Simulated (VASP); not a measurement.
A run of VASP 6.6.1 is set up as follows.

File INCAR:

```
SYSTEM = InO
  ALGO = Normal
  EDIFF = 1E-7
  ENCUT = 520
  GGA = PE
  ISIF = 2
  ISMEAR = 1
  LASPH = .TRUE.
  LCHARG = .FALSE.
  LREAL = .FALSE.
  LWAVE = .FALSE.
  NBANDS = 27
  NELM = 100
  PREC = Accurate
  SIGMA = 0.01
```

Contents of KPOINTS:

```
k-points
0
G
  6 6 1
  0 0 0
```

Contents of POSCAR:

```
InO
1.0
    3.4536140000      0.0000000000      0.0000000000
   -1.7268070000      2.9909174589      0.0000000000
    0.0000000000      0.0000000000     15.8771000000
In O
2 2
Direct
    0.6666666667      0.3333333333      0.5900210000
    0.6666666667      0.3333333333      0.4099790000
    0.0000000000      0.0000000000      0.6398670000
    0.0000000000      0.0000000000      0.3601330000
```

Potentials or basis: VASP PAW PBE potentials, release 64 (In_d, O).

Command:

```bash
$ cat potpaw_PBE.64/In_d/POTCAR potpaw_PBE.64/O/POTCAR > POTCAR
$ mpirun -np 1 vasp_std > vasp.out
```

Problem. Predict the largest force.

Solution. 0.011 eV/Å.

Problem. Predict the band gap on the k mesh.

Solution. 0.36 eV, indirect (least direct gap 1.09 eV).

Forces in eV/Å, atoms in the order of the input:
```
In   0.000  0.000  0.008
In   0.000  0.000 -0.008
O    0.000  0.000 -0.011
O    0.000  0.000  0.011
```

Caveat: spin-orbit coupling is left out, which moves the levels of the heavy elements.
